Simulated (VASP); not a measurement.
## BaS: single point with PBEsol

Crystal: BaS.

```xyz
2
Lattice="0.0000 3.4942 3.4942 3.4942 0.0000 3.4942 3.4942 3.4942 0.0000" Properties=species:S:1:pos:R:3 pbc="T T T"
Ba    0.0000    0.0000    0.0000
S     1.7471    1.7471    1.7471
```

* Program: VASP 6.6.1
* Task: single point
* Functional: PBEsol
* Potentials or basis: VASP PAW PBE potentials, release 64 (Ba_sv, S)
* Cutoff: 520 eV
* k mesh: 8 × 8 × 8
* Occupations: gaussian, width 0.05 eV
* Spin: no spin polarisation
* Dipole correction: no
* Further INCAR settings: ALGO = Normal; EDIFF = 1e-06; NBANDS = 15

| Item | Value |
| --- | --- |
| Pressure | -0.2 GPa |
| Band gap on the k mesh | 2.66 eV (least direct gap 3.32 eV) |

Levels at points of the mesh, in eV from the valence-band top:
| k point | band 5 | band 6 | band 7 | band 8 | band 9 | band 10 | band 11 | band 12 |
| --- | --- | --- | --- | --- | --- | --- | --- | --- |
| (0.00, 0.00, 0.00) | -9.92 | -0.73 | -0.73 | -0.73 | 2.66 | 5.03 | 5.03 | 7.01 |
| (0.50, 0.00, 0.00) | -9.22 | -0.63 | -0.46 | -0.46 | 4.40 | 5.22 | 5.22 | 5.35 |
| (0.50, 0.50, 0.00) | -9.02 | -1.15 | -0.01 | -0.01 | 3.37 | 4.50 | 6.32 | 6.32 |

It took 17 s on 1 thread of Intel(R) Xeon(R) 6975P-C (Granite Rapids), with other jobs on the host, peak memory 0.25 GiB.

Caveat: the PAW data sets were made with another functional, which shifts forces and pressure a little; spin-orbit coupling is left out, which moves the levels of the heavy elements. A k mesh can miss the band edges.
